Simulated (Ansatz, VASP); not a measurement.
# One calculation of SnO2, two programs

```
CELL_PARAMETERS angstrom
4.75920 0.00000 0.00000
0.00000 4.75920 0.00000
0.00000 0.00000 3.20127
ATOMIC_POSITIONS crystal
Sn 0.50000 0.50000 0.50000
Sn 0.00000 0.00000 0.00000
O 0.19406 0.80594 0.50000
O 0.80594 0.19406 0.50000
O 0.30594 0.30594 0.00000
O 0.69406 0.69406 0.00000
```

Alike in both runs: functional r2SCAN; k mesh 6 × 6 × 8; occupations gaussian, width 0.02 eV; no spin polarisation.

Ansatz relaxed the structure, and its values are those at the end. VASP's run is a single point on that final structure, the one shown.

|  | VASP | Ansatz |
| --- | --- | --- |
| version | VASP 6.6.1 | Ansatz 0.2.0 |
| potentials or method | VASP PAW PBE potentials, release 64 (Sn_d, O), cutoff 520 eV | scalar-relativistic, plane waves, PAW |
| valence electrons in the cell | 52 | 52 |

Ansatz gave:

* gap on the k mesh at the Fermi level (eV): 1.77
* least direct gap on the mesh (eV): 1.77
* pressure (GPa): 0.0
* rms of the force components (eV/Å): 0.002

Question: What did VASP give for the same quantities?

Answer: gap on the k mesh at the Fermi level (eV): 1.80; least direct gap on the mesh (eV): 1.80; pressure (GPa): 1.1; rms of the force components (eV/Å): 0.015.

VASP's potentials were made for PBE, not for r2SCAN. With one functional, cell and mesh, what is left measures potentials, basis and numerics.
